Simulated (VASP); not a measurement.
A run of VASP 6.6.1 is set up as follows.

INCAR

```
SYSTEM = Zn3Cd
PREC = Accurate ; ENCUT = 520
EDIFF = 1E-6 ; ISMEAR = 1
SIGMA = 0.1 ; LREAL = .False.
LASPH = .True. ; NELM = 100
ALGO = Normal ; ISIF = 2
LWAVE = .False. ; LCHARG = .True.
GGA = CA ; LELF = .True.
LVHAR = .True. ; NBANDS = 32
```

KPOINTS

```
Automatic mesh
0
Gamma
  8 8 8
  0 0 0
```

The input POSCAR:

```
Zn3Cd
1.0
   -2.0277639385      2.0277639385      4.0422998479
    2.0277639385     -2.0277639385      4.0422998479
    2.0277639385      2.0277639385     -4.0422998479
Zn Cd
3 1
Direct
    0.7500000000      0.2500000000      0.5000000000
    0.2500000000      0.7500000000      0.5000000000
    0.5000000000      0.5000000000      0.0000000000
    0.0000000000      0.0000000000      0.0000000000
```

Potentials or basis: VASP PAW LDA potentials, release 64 (Zn, Cd).

Command:

```sh
$ cat potpaw_LDA.64/Zn/POTCAR potpaw_LDA.64/Cd/POTCAR > POTCAR
$ mpirun -np 1 vasp_std > vasp.out
```

Q: What does it give for the band gap on the k mesh?

A: Zero (band 24 reaches 5.06 eV, above the bottom of band 25 at 1.38 eV).

Q: Predict the pressure.

A: -5.3 GPa.

Stress tensor (GPa, compression positive):
```
-5.97  0.00  0.00
 0.00 -5.97  0.00
 0.00  0.00 -3.98
```
